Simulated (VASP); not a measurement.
# SnO (P4/nmm) in VASP: settings compared

SnO is run at these levels: PBE, PBE+D3(BJ), r2SCAN+rVV10; tasks: single point.

Program: VASP 6.6.1. These are calculated values, not measurements. Logs are shortened: lines on timing, memory, paths and dates and some standing lists are left out, and cuts for length are marked.

**1. The cell of the first run**

The structure is tetragonal, space group P4/nmm (No. 129). Conventional cell: a = 3.793 Å, b = 3.793 Å, c = 4.758 Å, α = 90.00°, β = 90.00°, γ = 90.00°. Sn (site symmetry 4mm) has 4 O at 2.22 Å within 2.9 Å. Within 2.9 Å of O (site symmetry -4m2) lie 4 Sn at 2.22 Å and 4 O at 2.68 Å.

**2. Single point, PBE**

Contents of INCAR:

```
SYSTEM = SnO
ALGO     = Normal         ! electronic algorithm
EDIFF    = 1E-7           ! SCF threshold, eV
ENCUT    = 520            ! plane-wave cutoff, eV
GGA      = PE             ! functional
ISIF     = 2              ! what is computed and relaxed
ISMEAR   = -1             ! smearing method
LASPH    = .True.         ! aspherical terms in the spheres
LCHARG   = .False.        ! write CHGCAR
LREAL    = .False.        ! projectors in reciprocal space
LWAVE    = .False.        ! write WAVECAR
NBANDS   = 28             ! bands
NELM     = 100            ! most SCF steps
PREC     = Accurate       ! precision mode
SIGMA    = 0.02           ! smearing width, eV
```

Contents of KPOINTS:

```
k-points
0
Gamma
  6 6 6
  0 0 0
```

Contents of POSCAR:

```
SnO
1.0
    3.7925885396      0.0000000000      0.0000000000
    0.0000000000      3.7925885396      0.0000000000
    0.0000000000      0.0000000000      4.7583853065
Sn O
2 2
Direct
    0.0000000000      0.5000000000      0.2410331417
    0.5000000000      0.0000000000      0.7589668583
    0.5000000000      0.5000000000      0.0000000000
    0.0000000000      0.0000000000      0.0000000000
```

Potentials or basis: VASP PAW PBE potentials, release 64 (Sn_d, O).

Launch:

```bash
> cat potpaw_PBE.64/Sn_d/POTCAR potpaw_PBE.64/O/POTCAR > POTCAR
> mpirun -np 1 vasp_std > vasp.out
```

OUTCAR:

```text
SYSTEM = SnO
   EDIFF = 1E-7
   ENCUT = 520
   GGA = PE
   ISIF = 2
   ISMEAR = -1
   LASPH = .True.
   LREAL = .False.
   NELM = 100
   PREC = Accurate

 ion  position               nearest neighbor table
   1  0.000  0.500  0.241-   3 2.22   4 2.22   4 2.22   3 2.22   2 3.53   2 3.53   2 3.53   2 3.53
                             2 3.64   2 3.64   2 3.64   2 3.64
   2  0.500  0.000  0.759-   3 2.22   4 2.22   3 2.22   4 2.22   1 3.53   1 3.53   1 3.53   1 3.53
                             1 3.64   1 3.64   1 3.64   1 3.64
   3  0.500  0.500  0.000-   1 2.22   2 2.22   2 2.22   1 2.22
   4  0.000  0.000  0.000-   1 2.22   2 2.22   1 2.22   2 2.22

  LATTYP: Found a simple tetragonal cell.
 ALAT       =     3.7925885396
 C/A-ratio  =     1.2546537165

  Lattice vectors:

 A1 = (   3.7925885396,   0.0000000000,   0.0000000000)
 A2 = (   0.0000000000,   3.7925885396,   0.0000000000)
 A3 = (   0.0000000000,   0.0000000000,   4.7583853065)

Analysis of symmetry for initial positions (statically):
=====================================================================
 Subroutine PRICEL returns:
 Original cell was already a primitive cell.

 Routine SETGRP: Setting up the symmetry group for a
 simple tetragonal supercell.

 Subroutine GETGRP returns: Found 16 space group operations
 (whereof  8 operations were pure point group operations)
 out of a pool of 16 trial point group operations.

The static configuration has the point symmetry D_2d.
 The point group associated with its full space group is D_4h.

Analysis of symmetry for dynamics (positions and initial velocities):
=====================================================================
 Subroutine PRICEL returns:
 Original cell was already a primitive cell.

 Routine SETGRP: Setting up the symmetry group for a
 simple tetragonal supercell.

 Subroutine GETGRP returns: Found 16 space group operations
 (whereof  8 operations were pure point group operations)
 out of a pool of 16 trial point group operations.

The dynamic configuration has the point symmetry D_2d.
 The point group associated with its full space group is D_4h.

 Subroutine INISYM returns: Found 16 space group operations
 (whereof  8 operations are pure point group operations),
 and found     1 'primitive' translations

----------------------------------------------------------------------------------------

                                     Primitive cell

  volume of cell :      68.4433

  direct lattice vectors                    reciprocal lattice vectors
     3.792588540  0.000000000  0.000000000     0.263672157  0.000000000  0.000000000
     0.000000000  3.792588540  0.000000000     0.000000000  0.263672157  0.000000000
     0.000000000  0.000000000  4.758385307     0.000000000  0.000000000  0.210155323

  length of vectors
     3.792588540  3.792588540  4.758385307     0.263672157  0.263672157  0.210155323

  position of ions in fractional coordinates (direct lattice)
     0.000000000  0.500000000  0.241033142
     0.500000000  0.000000000  0.758966858
     0.500000000  0.500000000  0.000000000
     0.000000000  0.000000000  0.000000000

  ion indices of the primitive-cell ions
   primitive index   ion index
                 1           1
                 2           2
                 3           3
                 4           4

----------------------------------------------------------------------------------------

 KPOINTS: k-points

Automatic generation of k-mesh.
 Grid dimensions read from file:
 generate k-points for:    6    6    6

 Generating k-lattice:

  Cartesian coordinates                     Fractional coordinates (reciprocal lattice)
     0.043945359  0.000000000  0.000000000     0.166666667  0.000000000  0.000000000
     0.000000000  0.043945359  0.000000000     0.000000000  0.166666667  0.000000000
     0.000000000  0.000000000  0.035025887     0.000000000  0.000000000  0.166666667

  Length of vectors
     0.043945359  0.043945359  0.035025887

  Shift w.r.t. Gamma in fractional coordinates (k-lattice)
     0.000000000  0.000000000  0.000000000

 Subroutine IBZKPT returns following result:
 ===========================================

 Found     40 irreducible k-points:

 Following reciprocal coordinates:
            Coordinates               Weight
  0.000000  0.000000  0.000000      1.000000
  0.166667  0.000000  0.000000      4.000000
  0.333333  0.000000  0.000000      4.000000
  0.500000  0.000000  0.000000      2.000000
  0.166667  0.166667  0.000000      4.000000
  0.333333  0.166667  0.000000      8.000000
[... 16 lines left out ...]
  0.333333  0.000000  0.333333      8.000000
  0.500000  0.000000  0.333333      4.000000
 [... further k-points ...]
   k-points           NKPTS =     40   k-points in BZ     NKDIM =     40   number of bands    NBANDS=     28
   number of dos      NEDOS =    301   number of ions     NIONS =      4
   total plane-waves  NPLWV =  28224
   dimension x,y,z NGX =    28 NGY =   28 NGZ =   36
   dimension x,y,z NGXF=    56 NGYF=   56 NGZF=   72
   ions per type =               2   2
   NGX,Y,Z   is equivalent  to a cutoff of  12.27, 12.27, 12.58 a.u.
   NGXF,Y,Z  is equivalent  to a cutoff of  24.55, 24.55, 25.15 a.u.
 SYSTEM =  SnO
   PREC   = accura    normal or accurate (medium, high low for compatibility)
   ISTART =      0    job   : 0-new  1-cont  2-samecut
   ICHARG =      2    charge: 1-file 2-atom 10-const
   ISPIN  =      1    spin polarized calculation?
   LNONCOLLINEAR =      F non collinear calculations
   LSORBIT =      F    spin-orbit coupling
   LASPH  =      T    aspherical Exc in radial PAW
   ENCUT  =  520.0 eV  38.22 Ry    6.18 a.u.   7.05  7.05  8.85*2*pi/ulx,y,z
   NELM   =    100;   NELMIN=  2; NELMDL= -5     # of ELM steps
   EDIFF  = 0.1E-06   stopping-criterion for ELM
   LREAL  =      F    real-space projection
   EDIFFG = 0.1E-05   stopping-criterion for IOM
   NSW    =      0    number of steps for IOM
   IBRION =     -1    ionic relax: 0-MD 1-quasi-New 2-CG
   NFREE  =      0    steps in history (QN), initial steepest desc. (CG)
   ISIF   =      2    stress and relaxation
   ISYM   =      2    0-nonsym 1-usesym 2-fastsym
   POTIM  = 0.5000    time-step for ionic-motion
   TEBEG  =    0.0;   TEEND  =   0.0 temperature during run
   PSTRESS=    0.0 pullay stress
   NELECT =      40.0000    total number of electrons
   NUPDOWN=      -1.0000    fix difference up-down
   EMIN   =  10.00;   EMAX   =-10.00  energy-range for DOS
   EFERMI =   0.00;   METHOD = LEGACY
   ISMEAR =    -1;   SIGMA  =   0.02  broadening in eV -4-tet -1-fermi 0-gaus
   EFERMI_NEDOS =   21; number of points for ismear=-14 and -15
   IALGO  =     38    algorithm
   IMIX   =      4    mixing-type and parameters
     AMIX     =   0.40;   BMIX     =  1.00
     AMIX_MAG =   1.60;   BMIX_MAG =  1.00
  volume/ion in A,a.u.               =      17.11       115.47
  Fermi-wavevector in a.u.,A,eV,Ry     =   1.368730  2.586525 25.489454  1.873422
  Thomas-Fermi vector in A             =   2.494668
   LORBIT       =      0    0 simple, 1 ext, 2 COOP (PROOUT), +10 PAW based schemes
   GGA     = PE    functional components
   LHFCALC =     F    Hartree Fock is set to
   AEXX    =    0.0000 exact exchange contribution
   IVDW    =     0    specifies the selected vdW correction
   LEPSILON=     F    determine dielectric tensor
   LRPA    =     F    only Hartree local field effects (RPA)
 non-spin polarized calculation
  energy-cutoff  :      520.00
  volume of cell :       68.44
 maximum number of plane-waves:      1868
   NGX = 15   NGY = 15   NGZ = 17

 number of electron      39.9999997 magnetization

 Free energy of the ion-electron system (eV)
  ---------------------------------------------------
  ext. energy  EPLUGINS =         0.00000000
  ---------------------------------------------------
  free energy    TOTEN  =       -22.63873515 eV

  energy without entropy =      -22.63819297  energy(sigma->0) =      -22.63846406

 E-fermi :   7.4547     XC(G=0): -10.3881

 val. band max:        7.4402279108   @ k =   0.5000   0.5000   0.0000
 cond. band min:       7.5030114787   @ k =   0.0000   0.0000   0.0000
 fundamental gap:      0.0627835679
 Fermi energy:         7.4547379908

 k-point     1 :       0.0000    0.0000    0.0000
  band No.  band energies     occupation
      1     -14.6204      2.00000
      2     -14.1600      2.00000
      3     -14.1600      2.00000
      4     -14.1516      2.00000
      5     -14.1094      2.00000
      6     -14.1051      2.00000
[... 20 lines left out ...]
     27      14.1863      0.00000
     28      14.5587      0.00000

 k-point     2 :       0.1667    0.0000    0.0000
  band No.  band energies     occupation
      1     -14.6051      2.00000
      2     -14.1767      2.00000
      3     -14.1541      2.00000
      4     -14.1523      2.00000
      5     -14.1224      2.00000
      6     -14.1112      2.00000
[... 20 lines left out ...]
     27      14.4526      0.00000
     28      16.4594      0.00000

 k-point     3 :       0.3333    0.0000    0.0000
  band No.  band energies     occupation
      1     -14.5621      2.00000
      2     -14.3493      2.00000
      3     -14.1372      2.00000
      4     -14.1335      2.00000
      5     -14.1143      2.00000
      6     -14.1134      2.00000
[... 20 lines left out ...]
     27      14.9456      0.00000
     28      17.6492      0.00000

 k-point     4 :       0.5000    0.0000    0.0000
  band No.  band energies     occupation
      1     -14.4836      2.00000
      2     -14.4836      2.00000
      3     -14.1184      2.00000
      4     -14.1184      2.00000
      5     -14.1183      2.00000
      6     -14.1183      2.00000
[... 578 lines left out ...]
     27      15.4464      0.00000
     28      16.5831      0.00000

 k-point    23 :       0.3333    0.0000    0.3333
  band No.  band energies     occupation
      1     -14.5632      2.00000
      2     -14.3748      2.00000
      3     -14.1527      2.00000
      4     -14.1295      2.00000
      5     -14.1194      2.00000
      6     -14.1159      2.00000
[... 20 lines left out ...]
     27      15.9357      0.00000
     28      17.7529      0.00000

 k-point    24 :       0.5000    0.0000    0.3333
  band No.  band energies     occupation
      1     -14.4984      2.00000
      2     -14.4984      2.00000
      3     -14.1490      2.00000
      4     -14.1490      2.00000
      5     -14.1114      2.00000
      6     -14.1114      2.00000
[... 20 lines left out ...]
     27      16.6630      0.00000
     28      16.6630      0.00000

 [... further k-points ...]
[... 5 lines left out ...]
  --------------------------------------------------------------------------------------
  -------------------------------------------------------------------------------------
  Total        2.5335905      2.5335905      2.1499367      0.0000000      0.0000000      0.0000000
  in kB       59.3083629     59.3083629     50.3274804      0.0000000      0.0000000      0.0000000
  external PRESSURE =      56.3147354 kB  Pullay stress =       0.0000000 kB

 VOLUME and BASIS-vectors are now :
 -----------------------------------------------------------------------------
  energy-cutoff  :      520.00
  volume of cell :       68.44
      direct lattice vectors                 reciprocal lattice vectors
     3.792588540  0.000000000  0.000000000     0.263672157  0.000000000  0.000000000
     0.000000000  3.792588540  0.000000000     0.000000000  0.263672157  0.000000000
     0.000000000  0.000000000  4.758385307     0.000000000  0.000000000  0.210155323

 POSITION                                       TOTAL-FORCE (eV/Angst)
 -----------------------------------------------------------------------------------
      0.00000      1.89629      1.14693         0.000000      0.000000      0.582800
      1.89629      0.00000      3.61146        -0.000000      0.000000     -0.582800
      1.89629      1.89629      0.00000        -0.000000     -0.000000      0.000000
      0.00000      0.00000      0.00000         0.000000      0.000000      0.000000
 -----------------------------------------------------------------------------------
    total drift:                                0.000000      0.000000     -0.000000

  FREE ENERGIE OF THE ION-ELECTRON SYSTEM (eV)
  ---------------------------------------------------
  free  energy   TOTEN  =       -22.6387351545 eV

  energy  without entropy=      -22.6381929723  energy(sigma->0) =      -22.63846406
```

Run time: 76 s. Hardware: 1 thread of Intel Xeon 8259CL, shared host; peak memory 0.21 GiB.

Results:

```
Free energy            : -22.6387 eV
Pressure               : 5.6 GPa
Largest force          : 0.583 eV/Å
Band gap on the k mesh : zero (bands 20 and 21 overlap by 0.06 eV)
```

Forces on the atoms (eV/Å):
```
Sn   0.000  0.000  0.583
Sn   0.000  0.000 -0.583
O    0.000  0.000  0.000
O    0.000  0.000  0.000
```

Stress tensor (GPa, compression positive):
```
5.93 0.00 0.00
0.00 5.93 0.00
0.00 0.00 5.03
```

Levels at points of the mesh, in eV from the Fermi level:
```
           k point  band 17  band 18  band 19  band 20  band 21  band 22  band 23  band 24
(0.00, 0.00, 0.00)    -3.55    -3.25    -3.25     0.05     2.21     4.57     4.64     4.64
(0.50, 0.00, 0.00)    -4.95    -4.95    -2.78    -2.78     3.32     3.32     5.94     5.94
(0.50, 0.50, 0.00)    -2.58    -2.58    -1.88    -1.88    -0.01    -0.01     4.52     4.52
(0.00, 0.00, 0.50)    -3.27    -3.27    -2.96    -2.25     1.72     2.88     2.88     3.66
(0.50, 0.00, 0.50)    -4.90    -4.90    -1.76    -1.76     2.69     2.69     5.41     5.41
(0.50, 0.50, 0.50)    -2.75    -2.75    -2.58    -2.58     2.31     2.31     4.22     4.22
```

Caveat: the cell stands under pressure; semilocal functionals underestimate gaps, and a narrow one can read as zero; spin-orbit coupling is left out, which moves the levels of the heavy elements.

**3. Single point, PBE+D3(BJ)**

This run uses another cell than the first one, of 17.52 Å³/atom.

Contents of INCAR:

```
SYSTEM = SnO
PREC = Accurate
ENCUT = 520
EDIFF = 1E-6
ISMEAR = -1
SIGMA = 0.02
LREAL = .False.
LASPH = .True.
NELM = 80
ALGO = Normal
ISIF = 2
LWAVE = .False.
LCHARG = .False.
GGA = PE
IVDW = 12
NBANDS = 28
```

Contents of KPOINTS:

```
Automatic mesh
0
Gamma
  6 6 6
  0 0 0
```

Contents of POSCAR:

```
SnO
1.0
    3.8353553448      0.0000000000      0.0000000000
    0.0000000000      3.8353553448      0.0000000000
    0.0000000000      0.0000000000      4.7630256129
Sn O
2 2
Direct
    0.0000000000      0.5000000000      0.2434642741
    0.5000000000      0.0000000000      0.7565357259
    0.5000000000      0.5000000000      0.0000000000
    0.0000000000      0.0000000000      0.0000000000
```

Potentials or basis: VASP PAW PBE potentials, release 64 (Sn_d, O).

Launch:

```bash
> cat potpaw_PBE.64/Sn_d/POTCAR potpaw_PBE.64/O/POTCAR > POTCAR
> mpirun -np 1 vasp_std > vasp.out
```

Run time: 79 s. Hardware: 1 thread of Intel Xeon 8259CL, shared host; peak memory 0.22 GiB.

Results (log left out):

```
Free energy                : -23.6283 eV
Pressure                   : 0.2 GPa
Largest force              : 0.078 eV/Å
Band gap on the k mesh     : zero (filled and empty bands touch)
Dispersion energy per atom : -0.235 eV
```

Forces on the atoms (eV/Å):
```
Sn   0.000  0.000  0.078
Sn   0.000  0.000 -0.078
O    0.000  0.000  0.000
O    0.000  0.000  0.000
```

Levels at points of the mesh, in eV from the Fermi level:
```tsv
k point	band 16	band 17	band 18	band 19	band 20	band 21	band 22	band 23	band 24	band 25
(0.00, 0.00, 0.00)	-6.08	-3.33	-3.04	-3.04	0.01	2.17	4.54	4.54	4.69	5.87
(0.50, 0.00, 0.00)	-4.81	-4.68	-4.68	-2.66	-2.66	3.30	3.30	5.82	5.82	6.14
(0.50, 0.50, 0.00)	-4.92	-2.39	-2.39	-1.85	-1.85	0.01	0.01	4.56	4.56	7.45
(0.00, 0.00, 0.50)	-3.41	-3.05	-3.05	-2.99	-2.07	1.74	2.84	2.84	3.58	8.13
(0.50, 0.00, 0.50)	-5.32	-4.63	-4.63	-1.66	-1.66	2.71	2.71	5.29	5.29	6.76
(0.50, 0.50, 0.50)	-5.45	-2.72	-2.72	-2.39	-2.39	2.35	2.35	4.23	4.23	5.62
```

Caveat: semilocal functionals underestimate gaps, and a narrow one can read as zero; spin-orbit coupling is left out, which moves the levels of the heavy elements.

(Continued in part 2 of 2.)

The gap in the log of VASP goes by the Fermi energy; the results here count the filled bands.